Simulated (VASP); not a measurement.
# Mg in VASP: a series of runs

The runs below take Mg through single point, with PBE, PBEsol, LDA.

All numbers are computed with VASP 6.6.1; they aren't measurements. Logs are shortened: lines on timing, memory, paths and dates and some standing lists are left out, and cuts for length are marked.

**1. The cell of the first run**

The typed cell holds 2 atoms: a = 3.209 Å, b = 3.209 Å, c = 5.210 Å, α = 90.00°, β = 90.00°, γ = 120.00°.

**2. Single point, PBE**

Contents of INCAR:

```
ALGO     = Normal         # electronic algorithm
EDIFF    = 1E-6           # SCF threshold, eV
ENCUT    = 520            # plane-wave cutoff, eV
GGA      = PE             # functional
ISIF     = 2              # what is computed and relaxed
ISMEAR   = -1             # smearing method
LASPH    = True           # aspherical terms in the spheres
LCHARG   = True           # write CHGCAR
LELF     = True           # ELF
LREAL    = False          # projectors in reciprocal space
LVHAR    = True         
LWAVE    = False          # write WAVECAR
NBANDS   = 9              # bands
NELM     = 60             # most SCF steps
PREC     = Accurate       # precision mode
SIGMA    = 0.005          # smearing width, eV
```

Contents of KPOINTS:

```
k-points
0
Gamma
  7 7 4
```

Contents of POSCAR:

```
Mg
1.0
    3.2093000000      0.0000000000      0.0000000000
   -1.6046500000      2.7793353284      0.0000000000
    0.0000000000      0.0000000000      5.2103000000
Mg
2
Direct
    0.6716710000      0.3385810000      0.7543150000
    0.3365900000      0.6809960000      0.2431600000
```

Potentials or basis: VASP PAW PBE potentials, release 64 (Mg).

The run is started by

```sh
> cat potpaw_PBE.64/Mg/POTCAR > POTCAR
> mpirun -np 1 vasp_std > vasp.out
```

OUTCAR:

```text
EDIFF = 1E-6
   ENCUT = 520
   GGA = PE
   ISIF = 2
   ISMEAR = -1
   LASPH = True
   LREAL = False
   NELM = 60
   PREC = Accurate

 ion  position               nearest neighbor table
   1  0.672  0.339  0.754-   2 3.13   2 3.15   2 3.17   2 3.23   2 3.24   2 3.26
   2  0.337  0.681  0.243-   1 3.13   1 3.15   1 3.17   1 3.23   1 3.24   1 3.26

  LATTYP: Found a hexagonal cell.
 ALAT       =     3.2093000000
 C/A-ratio  =     1.6235004518

  Lattice vectors:

 A1 = (   3.2093000000,   0.0000000000,   0.0000000000)
 A2 = (  -1.6046500000,   2.7793353284,   0.0000000000)
 A3 = (   0.0000000000,   0.0000000000,   5.2103000000)

Analysis of symmetry for initial positions (statically):
=====================================================================
 Subroutine PRICEL returns:
 Original cell was already a primitive cell.

 Routine SETGRP: Setting up the symmetry group for a
 hexagonal supercell.

 Subroutine GETGRP returns: Found  2 space group operations
 (whereof  1 operations were pure point group operations)
 out of a pool of 24 trial point group operations.

The static configuration has the point symmetry C_1 .
 The point group associated with its full space group is S_2 .

Analysis of symmetry for dynamics (positions and initial velocities):
=====================================================================
 Subroutine PRICEL returns:
 Original cell was already a primitive cell.

 Routine SETGRP: Setting up the symmetry group for a
 hexagonal supercell.

 Subroutine GETGRP returns: Found  2 space group operations
 (whereof  1 operations were pure point group operations)
 out of a pool of 24 trial point group operations.

The dynamic configuration has the point symmetry C_1 .
 The point group associated with its full space group is S_2 .

 Subroutine INISYM returns: Found  2 space group operations
 (whereof  1 operations are pure point group operations),
 and found     1 'primitive' translations

----------------------------------------------------------------------------------------

                                     Primitive cell

  volume of cell :      46.4744

  direct lattice vectors                    reciprocal lattice vectors
     3.209300000  0.000000000  0.000000000     0.311594429  0.179899127  0.000000000
    -1.604650000  2.779335328  0.000000000     0.000000000  0.359798255  0.000000000
     0.000000000  0.000000000  5.210300000     0.000000000  0.000000000  0.191927528

[... 86 lines left out ...]
   NSW    =      0    number of steps for IOM
   IBRION =     -1    ionic relax: 0-MD 1-quasi-New 2-CG
   NFREE  =      0    steps in history (QN), initial steepest desc. (CG)
   ISIF   =      2    stress and relaxation
   ISYM   =      2    0-nonsym 1-usesym 2-fastsym
   POTIM  = 0.5000    time-step for ionic-motion
   TEBEG  =    0.0;   TEEND  =   0.0 temperature during run
   PSTRESS=    0.0 pullay stress
   NELECT =       4.0000    total number of electrons
   NUPDOWN=      -1.0000    fix difference up-down
   EMIN   =  10.00;   EMAX   =-10.00  energy-range for DOS
   EFERMI =   0.00;   METHOD = LEGACY
   ISMEAR =    -1;   SIGMA  =   0.01  broadening in eV -4-tet -1-fermi 0-gaus
   EFERMI_NEDOS =   21; number of points for ismear=-14 and -15
   IALGO  =     38    algorithm
   IMIX   =      4    mixing-type and parameters
     AMIX     =   0.40;   BMIX     =  1.00
     AMIX_MAG =   1.60;   BMIX_MAG =  1.00
  volume/ion in A,a.u.               =      23.24       156.81
  Fermi-wavevector in a.u.,A,eV,Ry     =   0.722809  1.365911  7.108401  0.522453
  Thomas-Fermi vector in A             =   1.812866
   LORBIT       =      0    0 simple, 1 ext, 2 COOP (PROOUT), +10 PAW based schemes
   GGA     = PE    functional components
   LHFCALC =     F    Hartree Fock is set to
   AEXX    =    0.0000 exact exchange contribution
   IVDW    =     0    specifies the selected vdW correction
   LEPSILON=     F    determine dielectric tensor
   LRPA    =     F    only Hartree local field effects (RPA)
 non-spin polarized calculation
  energy-cutoff  :      520.00
  volume of cell :       46.47
 maximum number of plane-waves:      1268
   NGX = 11   NGY = 11   NGZ = 19

 number of electron       4.0000000 magnetization

 Free energy of the ion-electron system (eV)
  ---------------------------------------------------
  ext. energy  EPLUGINS =         0.00000000
  ---------------------------------------------------
  free energy    TOTEN  =        -3.02571416 eV

  energy without entropy =       -3.02537817  energy(sigma->0) =       -3.02554617

 E-fermi :   2.5442     XC(G=0):  -8.4527

 val. band max:        2.5405827043   @ k =   0.4286  -0.4286   0.2500
 cond. band min:       2.5458960083   @ k =   0.4286   0.0000   0.2500
 fundamental gap:      0.0053133040
 Fermi energy:         2.5441859161

 k-point     1 :       0.0000    0.0000    0.0000
  band No.  band energies     occupation
      1      -4.3122      2.00000
      2       0.9117      2.00000
      3       1.3253      2.00000
      4      13.4322      0.00000
      5      13.4368      0.00000
      6      13.5145      0.00000
      7      13.5238      0.00000
      8      14.3365      0.00000
      9      15.8435      0.00000
[... 265 lines left out ...]
 k-point    24 :      -0.2857   -0.4286    0.0000
  band No.  band energies     occupation
      1       0.3536      2.00000
      2       2.9010      0.00000
      3       2.9589      0.00000
      4       5.2870      0.00000
      5       6.1320      0.00000
      6       7.6413      0.00000
      7       8.2168      0.00000
      8       8.6168      0.00000
      9       9.3925      0.00000

 [... further k-points ...]

------------------------ aborting loop because EDIFF is reached ----------------------------------------

  FORCE on cell =-STRESS in cart. coord.  units (eV):
  Direction    XX          YY          ZZ          XY          YZ          ZX
  --------------------------------------------------------------------------------------
  -------------------------------------------------------------------------------------
  Total       -0.3443654     -0.4680280      0.5239053     -0.0589820     -0.0101809      0.0021129
  in kB      -11.8717872    -16.1349789     18.0613143     -2.0333697     -0.3509796      0.0728419
  external PRESSURE =      -3.3151506 kB  Pullay stress =       0.0000000 kB

 VOLUME and BASIS-vectors are now :
 -----------------------------------------------------------------------------
  energy-cutoff  :      520.00
  volume of cell :       46.47
      direct lattice vectors                 reciprocal lattice vectors
     3.209300000  0.000000000  0.000000000     0.311594429  0.179899127  0.000000000
    -1.604650000  2.779335328  0.000000000     0.000000000  0.359798255  0.000000000
     0.000000000  0.000000000  5.210300000     0.000000000  0.000000000  0.191927528

 POSITION                                       TOTAL-FORCE (eV/Angst)
 -----------------------------------------------------------------------------------
      1.61229      0.94103      3.93021        -0.009166      0.013234     -0.192385
     -0.01254      1.89272      1.26694         0.009166     -0.013234      0.192385
 -----------------------------------------------------------------------------------
    total drift:                               -0.000000     -0.000000      0.000001

  FREE ENERGIE OF THE ION-ELECTRON SYSTEM (eV)
  ---------------------------------------------------
  free  energy   TOTEN  =        -3.0257141607 eV

  energy  without entropy=       -3.0253781748  energy(sigma->0) =       -3.02554617
```

Wall time 19 s (1 thread of Intel Xeon Platinum 8259CL at 2.50GHz (Skylake/Cascade Lake), shared host); peak memory 0.18 GiB.

What came out:

```yaml
Free_energy: -3.0257 eV
Pressure: -0.3 GPa
Largest_force: 0.193 eV/Å
Band_gap_on_the_k_mesh: zero (bands 2 and 3 overlap by 2.03 eV)
```

Forces on the atoms (eV/Å):
```
Mg  -0.009  0.013 -0.192
Mg   0.009 -0.013  0.192
```

**3. Single point, PBEsol (atoms moved at random)**

Contents of INCAR:

```
SYSTEM = Mg
ALGO = Normal
EDIFF = 1E-6
ENCUT = 520
GGA = PS
ISIF = 2
ISMEAR = -1
LASPH = .True.
LCHARG = .False.
LREAL = .False.
LWAVE = .False.
NBANDS = 9
NELM = 60
PREC = Accurate
SIGMA = 0.05
```

Contents of KPOINTS:

```
k-points
0
Gamma
  10 10 5
  0 0 0
```

POSCAR is that of step 2.

Potentials or basis: VASP PAW PBE potentials, release 64 (Mg).

The run is started by

```sh
> cat potpaw_PBE.64/Mg/POTCAR > POTCAR
> mpirun -np 1 vasp_std > vasp.out
```

Wall time 95 s (1 thread of Intel Xeon 8259CL, shared host); peak memory 0.23 GiB.

The run converged. Its results:

- Free energy: -3.4321 eV
- Pressure: -1.1 GPa
- Largest force: 0.153 eV/Å
- Band gap on the k mesh: zero (bands 2 and 3 overlap by 1.90 eV)

Forces on the atoms (eV/Å):
```
Mg  -0.013  0.017 -0.152
Mg   0.013 -0.017  0.152
```

Stress tensor (GPa, compression positive):
```
-1.52  0.05  0.01
 0.05 -1.38 -0.02
 0.01 -0.02 -0.26
```

Levels at points of the mesh, in eV from the Fermi level:
```csv
k point,band 1,band 2,band 3,band 4,band 5,band 6
"(0.00, 0.00, 0.00)",-6.90,-1.69,-1.27,10.82,10.83,10.91
"(0.50, 0.00, 0.00)",-2.15,-2.15,2.62,2.99,3.22,3.63
"(0.00, 0.50, 0.00)",-2.15,-2.15,2.63,2.97,3.23,3.63
"(0.50, 0.50, 0.00)",-2.15,-2.14,2.61,3.00,3.19,3.65
```

Caveat: the cell differs from its parent crystal (atoms moved at random); the PAW data sets were made with another functional, which shifts forces and pressure a little.

**4. Single point, LDA**

Contents of INCAR:

```
SYSTEM = Mg
PREC = Accurate
ENCUT = 520
EDIFF = 1E-6
ISMEAR = -1
SIGMA = 0.05
LREAL = .False.
LASPH = .True.
NELM = 80
ALGO = Normal
ISIF = 2
LWAVE = .False.
LCHARG = .True.
GGA = CA
LELF = .True.
LVHAR = .True.
NBANDS = 9
```

Contents of KPOINTS:

```
Automatic mesh
0
Gamma
  10 10 5
  0 0 0
```

Contents of POSCAR:

```
Mg
1.0
    3.2093000000      0.0000000000      0.0000000000
   -1.6046500000      2.7793353284      0.0000000000
    0.0000000000      0.0000000000      5.2103000000
Mg
2
Direct
    0.6666666667      0.3333333333      0.7500000000
    0.3333333333      0.6666666667      0.2500000000
```

Potentials or basis: VASP PAW LDA potentials, release 64 (Mg).

The run is started by

```sh
> cat potpaw_LDA.64/Mg/POTCAR > POTCAR
> mpirun -np 1 vasp_std > vasp.out
```

It took 10 s on 1 thread of Intel Xeon Platinum 8259CL at 2.50GHz (Skylake/Cascade Lake), shared host; peak memory 0.14 GiB.

Results (log left out):

| Quantity | Value |
| --- | --- |
| Free energy | -3.5830 eV |
| Pressure | -2.7 GPa |
| Band gap on the k mesh | zero (bands 2 and 3 overlap by 1.97 eV) |

Stress tensor (GPa, compression positive):
```
-3.15  0.00  0.00
 0.00 -3.15  0.00
 0.00  0.00 -1.83
```

Levels at points of the mesh, in eV from the Fermi level:
```csv
k point,band 1,band 2,band 3,band 4,band 5
"(0.00, 0.00, 0.00)",-6.89,-1.65,-1.30,10.80,10.80
"(0.50, 0.00, 0.00)",-2.16,-2.12,2.61,3.04,3.17
```

**5. Single point, LDA**

This run uses another cell than the first one, of 24.63 Å³/atom.

Contents of INCAR:

```
SYSTEM = Mg
PREC = Accurate ; ENCUT = 520
EDIFF = 1E-6 ; ISMEAR = -1
SIGMA = 0.05 ; LREAL = .FALSE.
LASPH = .TRUE. ; NELM = 100
ALGO = Normal ; ISIF = 2
LWAVE = .FALSE. ; LCHARG = .FALSE.
NBANDS = 9
```

Contents of KPOINTS:

```
regular mesh
0
G
  10 10 5
  0 0 0
```

Contents of POSCAR:

```
Mg
1.0
    3.2722434310      0.0000000000      0.0000000000
   -1.6361217155      2.8338459386      0.0000000000
    0.0000000000      0.0000000000      5.3124886887
Mg
2
Direct
    0.6666666667      0.3333333333      0.7500000000
    0.3333333333      0.6666666667      0.2500000000
```

Potentials or basis: VASP PAW LDA potentials, release 64 (Mg).

The run is started by

```sh
> cat potpaw_LDA.64/Mg/POTCAR > POTCAR
> mpirun -np 1 vasp_std > vasp.out
```

OUTCAR:

```text
SYSTEM = Mg
   PREC = Accurate
   ENCUT = 520
   EDIFF = 1E-6
   ISMEAR = -1
   LREAL = .FALSE.
   LASPH = .TRUE.
   NELM = 100
   ISIF = 2

 ion  position               nearest neighbor table
   1  0.667  0.333  0.750-   2 3.26   2 3.26   2 3.26   2 3.26   2 3.26   2 3.26
   2  0.333  0.667  0.250-   1 3.26   1 3.26   1 3.26   1 3.26   1 3.26   1 3.26

  LATTYP: Found a hexagonal cell.
 ALAT       =     3.2722434310
 C/A-ratio  =     1.6235004518

  Lattice vectors:

 A1 = (   3.2722434310,   0.0000000000,   0.0000000000)
 A2 = (  -1.6361217155,   2.8338459386,   0.0000000000)
 A3 = (   0.0000000000,   0.0000000000,   5.3124886887)

Analysis of symmetry for initial positions (statically):
=====================================================================
 Subroutine PRICEL returns:
 Original cell was already a primitive cell.

 Routine SETGRP: Setting up the symmetry group for a
 hexagonal supercell.

 Subroutine GETGRP returns: Found 24 space group operations
 (whereof 12 operations were pure point group operations)
 out of a pool of 24 trial point group operations.

The static configuration has the point symmetry D_3d.
 The point group associated with its full space group is D_6h.

Analysis of symmetry for dynamics (positions and initial velocities):
=====================================================================
 Subroutine PRICEL returns:
 Original cell was already a primitive cell.

 Routine SETGRP: Setting up the symmetry group for a
 hexagonal supercell.

 Subroutine GETGRP returns: Found 24 space group operations
 (whereof 12 operations were pure point group operations)
 out of a pool of 24 trial point group operations.

The dynamic configuration has the point symmetry D_3d.
 The point group associated with its full space group is D_6h.

 Subroutine INISYM returns: Found 24 space group operations
 (whereof 12 operations are pure point group operations),
 and found     1 'primitive' translations
[... 117 lines left out ...]
  Fermi-wavevector in a.u.,A,eV,Ry     =   0.708905  1.339637  6.837563  0.502547
  Thomas-Fermi vector in A             =   1.795345
   LORBIT       =      0    0 simple, 1 ext, 2 COOP (PROOUT), +10 PAW based schemes
   GGA     = CA    functional components
   LHFCALC =     F    Hartree Fock is set to
   AEXX    =    0.0000 exact exchange contribution
   IVDW    =     0    specifies the selected vdW correction
   LEPSILON=     F    determine dielectric tensor
   LRPA    =     F    only Hartree local field effects (RPA)
 non-spin polarized calculation
  energy-cutoff  :      520.00
  volume of cell :       49.26
 maximum number of plane-waves:      1340
   NGX = 13   NGY = 13   NGZ = 19

 number of electron       4.0000000 magnetization

 Free energy of the ion-electron system (eV)
  ---------------------------------------------------
  ext. energy  EPLUGINS =         0.00000000
  ---------------------------------------------------
  free energy    TOTEN  =        -3.52243217 eV

  energy without entropy =       -3.51065968  energy(sigma->0) =       -3.51654592

 E-fermi :   2.1452     XC(G=0):  -8.4552

 val. band max:        2.1412428520   @ k =   0.3000   0.3000   0.0000
 cond. band min:       2.2306516479   @ k =   0.3000   0.3000   0.0000
 fundamental gap:      0.0894087958
 Fermi energy:         2.1452140450

 k-point     1 :       0.0000    0.0000    0.0000
  band No.  band energies     occupation
      1      -4.5064      2.00000
      2       0.5842      2.00000
      3       0.8326      2.00000
      4      12.5109      0.00000
      5      12.5109      0.00000
      6      12.6134      0.00000
      7      12.6134      0.00000
      8      13.5422      0.00000
      9      14.8482      0.00000
[... 265 lines left out ...]
 k-point    24 :       0.4000    0.1000    0.2000
  band No.  band energies     occupation
      1      -0.4391      2.00000
      2       1.3138      2.00000
      3       2.6717      0.00005
      4       4.3602      0.00000
      5       6.2777      0.00000
      6       7.0825      0.00000
      7       8.4710      0.00000
      8       9.7876      0.00000
      9      12.0467      0.00000

 [... further k-points ...]

------------------------ aborting loop because EDIFF is reached ----------------------------------------

  FORCE on cell =-STRESS in cart. coord.  units (eV):
  Direction    XX          YY          ZZ          XY          YZ          ZX
  --------------------------------------------------------------------------------------
  -------------------------------------------------------------------------------------
  Total       -1.4211610     -1.4211610     -1.0039794      0.0000000      0.0000000     -0.0000000
  in kB      -46.2204319    -46.2204319    -32.6524302      0.0000000      0.0000000     -0.0000000
  external PRESSURE =     -41.6977646 kB  Pullay stress =       0.0000000 kB

 VOLUME and BASIS-vectors are now :
 -----------------------------------------------------------------------------
  energy-cutoff  :      520.00
  volume of cell :       49.26
      direct lattice vectors                 reciprocal lattice vectors
     3.272243431  0.000000000  0.000000000     0.305600736  0.176438667  0.000000000
    -1.636121716  2.833845939  0.000000000     0.000000000  0.352877334  0.000000000
     0.000000000  0.000000000  5.312488689     0.000000000  0.000000000  0.188235695

 POSITION                                       TOTAL-FORCE (eV/Angst)
 -----------------------------------------------------------------------------------
      1.63612      0.94462      3.98437         0.000000     -0.000000      0.000000
     -0.00000      1.88923      1.32812        -0.000000      0.000000      0.000000
 -----------------------------------------------------------------------------------
    total drift:                                0.000000     -0.000000      0.000000

  FREE ENERGIE OF THE ION-ELECTRON SYSTEM (eV)
  ---------------------------------------------------
  free  energy   TOTEN  =        -3.5224321706 eV

  energy  without entropy=       -3.5106596786  energy(sigma->0) =       -3.51654592
```

stdout:

```text
POSCAR found type information on POSCAR Mg
 POSCAR found :  1 types and       2 ions
 scaLAPACK will be used
 LDA part: xc-table for (Slater(with rela. corr.)+CA(PZ))
 , standard interpolation
 POSCAR, INCAR and KPOINTS ok, starting setup
 FFT: planning ... GRIDC
 FFT: planning ... GRID_SOFT
 FFT: planning ... GRID
 WAVECAR not read
 entering main loop
```

Run time: 8.1 s. Hardware: 1 thread of Intel Xeon Platinum 8259CL at 2.50GHz (Skylake/Cascade Lake), shared host; peak memory 0.14 GiB.

Results:

| Quantity | Value |
| --- | --- |
| Free energy | -3.5224 eV |
| Pressure | -4.2 GPa |
| Band gap on the k mesh | zero (bands 2 and 3 overlap by 1.98 eV) |

Stress tensor (GPa, compression positive):
```
-4.62  0.00  0.00
 0.00 -4.62  0.00
 0.00  0.00 -3.27
```

Caveat: the cell stands under tension.

**6. Summary**

```tsv
level	potentials or basis	cell	k mesh	smearing	gap on the mesh (eV)	pressure (GPa)	largest force (eV/Å)
PBE	VASP PAW PBE potentials, release 64 (Mg)	a = 3.209, b = 3.209, c = 5.210 Å, angles 90.0, 90.0, 120.0°, 2 atoms, atomic positions A	7 × 7 × 4	fermi-dirac 0.005 eV	none	-0.3	0.19
PBEsol	VASP PAW PBE potentials, release 64 (Mg)	a = 3.209, b = 3.209, c = 5.210 Å, angles 90.0, 90.0, 120.0°, 2 atoms, atomic positions A	10 × 10 × 5	fermi-dirac 0.05 eV	none	-1.1	0.15
LDA	VASP PAW LDA potentials, release 64 (Mg)	a = 3.209, b = 3.209, c = 5.210 Å, angles 90.0, 90.0, 120.0°, 2 atoms, atomic positions B	10 × 10 × 5	fermi-dirac 0.05 eV	none	-2.7	-
LDA	VASP PAW LDA potentials, release 64 (Mg)	a = 3.272, b = 3.272, c = 5.312 Å, angles 90.0, 90.0, 120.0°, 2 atoms, atomic positions B	10 × 10 × 5	fermi-dirac 0.05 eV	none	-4.2	-
```

Alike in all rows: task single point; no spin polarisation; cutoff (eV) 520.

Caveats: the PAW data sets were made with another functional, which shifts forces and pressure a little (at least some runs); the cell stands under tension (at least some runs).

Absolute energies hang on the potentials; compare differences alone.
